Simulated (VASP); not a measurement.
# Ti (I4/mmm) in VASP: a series of runs

Runs on Ti. Level: PBEsol. Tasks: single point.

Everything below comes from runs of VASP 6.6.1. Logs are shortened: lines on timing, memory, paths and dates and some standing lists are left out, and cuts for length are marked.

**1. The cell of the first run**

Symmetry: I4/mmm, No. 139, tetragonal system. The conventional cell has a = 2.799 Å, b = 2.799 Å, c = 4.060 Å, α = 90.00°, β = 90.00°, γ = 90.00°. Within 3.7 Å of Ti (site symmetry 4/mmm) lie 12 Ti at 2.80 to 2.84 Å.

**2. Single point, PBEsol (strain -0.025 along x and y, +0.000 along z)**

Input file INCAR:

```
SYSTEM = Ti
ALGO     = Fast           ! electronic algorithm
EDIFF    = 1E-7           ! SCF threshold, eV
ENCUT    = 520            ! plane-wave cutoff, eV
GGA      = PS             ! functional
ISIF     = 2              ! what is computed and relaxed
ISMEAR   = 0              ! smearing method
LASPH    = .True.         ! aspherical terms in the spheres
LCHARG   = .True.         ! write CHGCAR
LELF     = .True.         ! ELF
LREAL    = .False.        ! projectors in reciprocal space
LVHAR    = .True.       
LWAVE    = .False.        ! write WAVECAR
NBANDS   = 12             ! bands
NELM     = 60             ! most SCF steps
PREC     = Accurate       ! precision mode
SIGMA    = 0.15           ! smearing width, eV
```

Input file KPOINTS:

```
k-points
0
Gamma
  20 20 20
  0 0 0
```

Input file POSCAR:

```
Ti
1.0
    0.0000000000      1.9792500000      2.0300000000
    1.9792500000      0.0000000000      2.0300000000
    1.9792500000      1.9792500000      0.0000000000
Ti
1
Direct
    0.0000000000      0.0000000000      0.0000000000
```

Potentials or basis: VASP PAW PBE potentials, release 64 (Ti_sv).

Command:

```console
cat potpaw_PBE.64/Ti_sv/POTCAR > POTCAR
mpirun -np 1 vasp_std > vasp.out
```

OUTCAR:

```text
SYSTEM = Ti
   EDIFF = 1E-7
   ENCUT = 520
   GGA = PS
   ISIF = 2
   ISMEAR = 0
   LASPH = .True.
   LREAL = .False.
   NELM = 60
   PREC = Accurate

 ion  position               nearest neighbor table
   1  0.000  0.000  0.000-

  LATTYP: Found a body centered tetragonal cell.
 ALAT       =     2.7990821933
 C/A-ratio  =     1.4504754486

  Lattice vectors:

 A1 = (  -1.9792500000,   0.0000000000,   2.0300000000)
 A2 = (   1.9792500000,   0.0000000000,   2.0300000000)
 A3 = (   0.0000000000,   1.9792500000,  -2.0300000000)

Analysis of symmetry for initial positions (statically):
=====================================================================
 Subroutine PRICEL returns:
 Original cell was already a primitive cell.

 Routine SETGRP: Setting up the symmetry group for a
 body centered tetragonal supercell.

 Subroutine GETGRP returns: Found 16 space group operations
 (whereof 16 operations were pure point group operations)
 out of a pool of 16 trial point group operations.

The static configuration has the point symmetry D_4h.

Analysis of symmetry for dynamics (positions and initial velocities):
=====================================================================
 Subroutine PRICEL returns:
 Original cell was already a primitive cell.

 Routine SETGRP: Setting up the symmetry group for a
 body centered tetragonal supercell.

 Subroutine GETGRP returns: Found 16 space group operations
 (whereof 16 operations were pure point group operations)
 out of a pool of 16 trial point group operations.

The dynamic configuration has the point symmetry D_4h.

 Subroutine INISYM returns: Found 16 space group operations
 (whereof 16 operations are pure point group operations),
 and found     1 'primitive' translations

----------------------------------------------------------------------------------------

                                     Primitive cell

  volume of cell :      15.9048

  direct lattice vectors                    reciprocal lattice vectors
     0.000000000  1.979250000  2.030000000    -0.252620942  0.252620942  0.246305419
     1.979250000  0.000000000  2.030000000     0.252620942 -0.252620942  0.246305419
     1.979250000  1.979250000  0.000000000     0.252620942  0.252620942 -0.246305419

  length of vectors
     2.835194978  2.835194978  2.799082193     0.433936678  0.433936678  0.433936678

  position of ions in fractional coordinates (direct lattice)
     0.000000000  0.000000000  0.000000000

  ion indices of the primitive-cell ions
   primitive index   ion index
                 1           1

----------------------------------------------------------------------------------------

 KPOINTS: k-points

Automatic generation of k-mesh.
 Grid dimensions read from file:
 generate k-points for:   20   20   20

 Generating k-lattice:

  Cartesian coordinates                     Fractional coordinates (reciprocal lattice)
    -0.012631047  0.012631047  0.012315271     0.050000000  0.000000000  0.000000000
     0.012631047 -0.012631047  0.012315271     0.000000000  0.050000000  0.000000000
     0.012631047  0.012631047 -0.012315271     0.000000000  0.000000000  0.050000000

  Length of vectors
     0.021696834  0.021696834  0.021696834

  Shift w.r.t. Gamma in fractional coordinates (k-lattice)
     0.000000000  0.000000000  0.000000000

 Subroutine IBZKPT returns following result:
 ===========================================

 Found    641 irreducible k-points:

 Following reciprocal coordinates:
            Coordinates               Weight
  0.000000  0.000000  0.000000      1.000000
  0.050000 -0.000000  0.000000      8.000000
  0.100000  0.000000  0.000000      8.000000
  0.150000  0.000000  0.000000      8.000000
  0.200000  0.000000  0.000000      8.000000
  0.250000  0.000000  0.000000      8.000000
[... 16 lines left out ...]
 -0.400000  0.050000  0.000000      8.000000
 -0.350000  0.050000  0.000000      8.000000
 [... further k-points ...]
   k-points           NKPTS =    641   k-points in BZ     NKDIM =    641   number of bands    NBANDS=     12
   number of dos      NEDOS =    301   number of ions     NIONS =      1
   total plane-waves  NPLWV =  13824
   dimension x,y,z NGX =    24 NGY =   24 NGZ =   24
   dimension x,y,z NGXF=    48 NGYF=   48 NGZF=   48
   ions per type =               1
   NGX,Y,Z   is equivalent  to a cutoff of  14.07, 14.07, 14.25 a.u.
   NGXF,Y,Z  is equivalent  to a cutoff of  28.15, 28.15, 28.51 a.u.
 SYSTEM =  Ti
   PREC   = accura    normal or accurate (medium, high low for compatibility)
   ISTART =      0    job   : 0-new  1-cont  2-samecut
   ICHARG =      2    charge: 1-file 2-atom 10-const
   ISPIN  =      1    spin polarized calculation?
   LNONCOLLINEAR =      F non collinear calculations
   LSORBIT =      F    spin-orbit coupling
   LASPH  =      T    aspherical Exc in radial PAW
   ENCUT  =  520.0 eV  38.22 Ry    6.18 a.u.   5.27  5.27  5.20*2*pi/ulx,y,z
   NELM   =     60;   NELMIN=  2; NELMDL= -5     # of ELM steps
   EDIFF  = 0.1E-06   stopping-criterion for ELM
   LREAL  =      F    real-space projection
   EDIFFG = 0.1E-05   stopping-criterion for IOM
   NSW    =      0    number of steps for IOM
   IBRION =     -1    ionic relax: 0-MD 1-quasi-New 2-CG
   NFREE  =      0    steps in history (QN), initial steepest desc. (CG)
   ISIF   =      2    stress and relaxation
   ISYM   =      2    0-nonsym 1-usesym 2-fastsym
   POTIM  = 0.5000    time-step for ionic-motion
   TEBEG  =    0.0;   TEEND  =   0.0 temperature during run
   PSTRESS=    0.0 pullay stress
   NELECT =      12.0000    total number of electrons
   NUPDOWN=      -1.0000    fix difference up-down
   EMIN   =  10.00;   EMAX   =-10.00  energy-range for DOS
   EFERMI =   0.00;   METHOD = LEGACY
   ISMEAR =     0;   SIGMA  =   0.15  broadening in eV -4-tet -1-fermi 0-gaus
   EFERMI_NEDOS =   21; number of points for ismear=-14 and -15
   IALGO  =     68    algorithm
   IMIX   =      4    mixing-type and parameters
     AMIX     =   0.40;   BMIX     =  1.00
     AMIX_MAG =   1.60;   BMIX_MAG =  1.00
  volume/ion in A,a.u.               =      15.90       107.33
  Fermi-wavevector in a.u.,A,eV,Ry     =   1.490366  2.816382 30.221117  2.221189
  Thomas-Fermi vector in A             =   2.603157
   LORBIT       =      0    0 simple, 1 ext, 2 COOP (PROOUT), +10 PAW based schemes
   GGA     = PS    functional components
   LHFCALC =     F    Hartree Fock is set to
   AEXX    =    0.0000 exact exchange contribution
   IVDW    =     0    specifies the selected vdW correction
   LEPSILON=     F    determine dielectric tensor
   LRPA    =     F    only Hartree local field effects (RPA)
 non-spin polarized calculation
 RMM-DIIS sequential band-by-band and
 Gauss-broadening in eV      SIGMA  =   0.15
  energy-cutoff  :      520.00
  volume of cell :       15.90
 maximum number of plane-waves:       444
 NGX is ok and might be reduce to    24
   NGX = 11   NGY = 11   NGZ = 11

 number of electron      11.9999998 magnetization

 Free energy of the ion-electron system (eV)
  ---------------------------------------------------
  ext. energy  EPLUGINS =         0.00000000
  ---------------------------------------------------
  free energy    TOTEN  =        -8.27916585 eV

  energy without entropy =       -8.26146240  energy(sigma->0) =       -8.27031413

 E-fermi :   9.0570     XC(G=0): -12.0630

 val. band max:        9.0526582549   @ k =   0.3000   0.0000   0.0000
 cond. band min:       9.0578592495   @ k =  -0.2500   0.3500   0.2000
 fundamental gap:      0.0052009946
 Fermi energy:         9.0570077523

 k-point     1 :       0.0000    0.0000    0.0000
  band No.  band energies     occupation
      1     -47.2771      2.00000
      2     -23.1157      2.00000
      3     -23.1097      2.00000
      4     -23.1097      2.00000
      5       2.7622      2.00000
      6       9.8374      0.00000
      7      10.0625      0.00000
      8      10.0625      0.00000
      9      11.6800      0.00000
     10      11.9463      0.00000
     11      24.8244      0.00000
     12      29.2384      0.00000

 k-point     2 :       0.0500   -0.0000    0.0000
  band No.  band energies     occupation
      1     -47.2728      2.00000
      2     -23.1351      2.00000
      3     -23.1166      2.00000
      4     -23.1122      2.00000
      5       2.8507      2.00000
      6       9.8354      0.00000
      7      10.0401      0.00000
      8      10.0960      0.00000
      9      11.6600      0.00000
     10      11.9207      0.00000
     11      24.9154      0.00000
     12      28.8744      0.00000

 k-point     3 :       0.1000    0.0000    0.0000
  band No.  band energies     occupation
      1     -47.2603      2.00000
      2     -23.2014      2.00000
      3     -23.1261      2.00000
      4     -23.1192      2.00000
      5       3.1110      2.00000
      6       9.7432      0.00000
      7      10.0610      0.00000
      8      10.1872      0.00000
      9      11.6148      0.00000
     10      11.8567      0.00000
     11      25.1317      0.00000
     12      27.6135      0.00000
[... 286 lines left out ...]
 k-point    23 :      -0.4000    0.0500    0.0000
  band No.  band energies     occupation
      1     -47.1088      2.00000
      2     -23.9511      2.00000
      3     -23.2538      2.00000
      4     -23.1989      2.00000
      5       6.2070      2.00000
      6       9.4646      0.00012
      7       9.7677      0.00000
      8      10.0696      0.00000
      9      12.6999      0.00000
     10      13.1415      0.00000
     11      18.9474      0.00000
     12      24.3090      0.00000

 k-point    24 :      -0.3500    0.0500    0.0000
  band No.  band energies     occupation
      1     -47.1262      2.00000
      2     -23.8685      2.00000
      3     -23.2435      2.00000
      4     -23.1862      2.00000
      5       5.9622      2.00000
      6       9.1793      0.24886
      7       9.8440      0.00000
      8      10.1649      0.00000
      9      12.4030      0.00000
     10      12.8836      0.00000
     11      19.9613      0.00000
     12      24.6521      0.00000

 [... further k-points ...]

------------------------ aborting loop because EDIFF is reached ----------------------------------------

  FORCE on cell =-STRESS in cart. coord.  units (eV):
  Direction    XX          YY          ZZ          XY          YZ          ZX
  --------------------------------------------------------------------------------------
  -------------------------------------------------------------------------------------
  Total        0.5850683      0.5850683      0.4932723      0.0000000     -0.0000000      0.0000000
  in kB       58.9372427     58.9372427     49.6901143      0.0000000     -0.0000000      0.0000000
  external PRESSURE =      55.8548666 kB  Pullay stress =       0.0000000 kB

 VOLUME and BASIS-vectors are now :
 -----------------------------------------------------------------------------
  energy-cutoff  :      520.00
  volume of cell :       15.90
      direct lattice vectors                 reciprocal lattice vectors
     0.000000000  1.979250000  2.030000000    -0.252620942  0.252620942  0.246305419
     1.979250000  0.000000000  2.030000000     0.252620942 -0.252620942  0.246305419
     1.979250000  1.979250000  0.000000000     0.252620942  0.252620942 -0.246305419

 POSITION                                       TOTAL-FORCE (eV/Angst)
 -----------------------------------------------------------------------------------
      0.00000      0.00000      0.00000        -0.000000      0.000000      0.000000
 -----------------------------------------------------------------------------------
    total drift:                               -0.000000      0.000000     -0.000000

  FREE ENERGIE OF THE ION-ELECTRON SYSTEM (eV)
  ---------------------------------------------------
  free  energy   TOTEN  =        -8.2791658502 eV

  energy  without entropy=       -8.2614624020  energy(sigma->0) =       -8.27031413
```

It took 5.1 min on 1 thread of Intel Xeon Platinum 8259CL at 2.50GHz (Skylake/Cascade Lake), shared host; peak memory 0.24 GiB.

Results:

| Property | Result |
| --- | --- |
| Free energy | -8.2792 eV |
| Pressure | 5.6 GPa |
| Band gap on the k mesh | zero (band 6 reaches 9.90 eV, above the bottom of band 7 at 8.58 eV) |

Caveat: the cell differs from its parent crystal (strain -0.025 along x and y, +0.000 along z); the PAW data sets were made with another functional, which shifts forces and pressure a little.

**3. Single point, PBEsol (strain +0.000 along x and y, -0.025 along z)**

Input file INCAR:

```
SYSTEM = Ti
PREC     = Accurate       ! precision mode
ENCUT    = 520            ! plane-wave cutoff, eV
EDIFF    = 1E-7           ! SCF threshold, eV
ISMEAR   = 0              ! smearing method
SIGMA    = 0.15           ! smearing width, eV
LREAL    = .FALSE.        ! projectors in reciprocal space
LASPH    = .TRUE.         ! aspherical terms in the spheres
NELM     = 100            ! most SCF steps
ALGO     = Fast           ! electronic algorithm
ISIF     = 2              ! what is computed and relaxed
LWAVE    = .FALSE.        ! write WAVECAR
LCHARG   = .TRUE.         ! write CHGCAR
GGA      = PS             ! functional
LELF     = .TRUE.         ! ELF
LVHAR    = .TRUE.       
NBANDS   = 12             ! bands
```

Input file KPOINTS:

```
Automatic mesh
0
G
  20 20 20
  0 0 0
```

Input file POSCAR:

```
Ti
1.0
    0.0000000000      2.0300000000      1.9792500000
    2.0300000000      0.0000000000      1.9792500000
    2.0300000000      2.0300000000      0.0000000000
Ti
1
Direct
    0.0000000000      0.0000000000      0.0000000000
```

Potentials or basis: VASP PAW PBE potentials, release 64 (Ti_sv).

Command:

```console
cat potpaw_PBE.64/Ti_sv/POTCAR > POTCAR
mpirun -np 1 vasp_std > vasp.out
```

Wall time 4.3 min (1 thread of Intel Xeon Platinum 8259CL at 2.50GHz (Skylake/Cascade Lake), shared host); peak memory 0.24 GiB.

Results (log left out):

- Free energy: -8.2894 eV
- Pressure: 2.4 GPa
- Band gap on the k mesh: zero (band 6 reaches 9.67 eV, above the bottom of band 7 at 8.34 eV)

Stress tensor (GPa, compression positive):
```
2.07 0.00 0.00
0.00 2.07 0.00
0.00 0.00 2.97
```

Levels at points of the mesh, in eV from the Fermi level:
```csv
k point,band 2,band 3,band 4,band 5,band 6,band 7,band 8,band 9,band 10,band 11
"(0.00, 0.00, 0.00)",-32.25,-32.25,-32.24,-6.24,0.85,0.85,1.06,2.56,2.80,15.63
"(0.50, 0.00, 0.00)",-33.08,-32.37,-32.34,-2.74,0.65,0.81,0.90,3.82,3.92,8.86
"(0.50, 0.50, 0.00)",-33.02,-32.56,-32.56,-2.80,-1.93,3.47,3.85,4.19,4.19,12.06
"(0.50, 0.00, 0.50)",-33.02,-32.54,-32.51,-2.81,-1.86,2.98,3.85,4.10,4.26,12.38
```

Caveat: the cell differs from its parent crystal (strain +0.000 along x and y, -0.025 along z); the PAW data sets were made with another functional, which shifts forces and pressure a little.

[end of part 1 of 2]
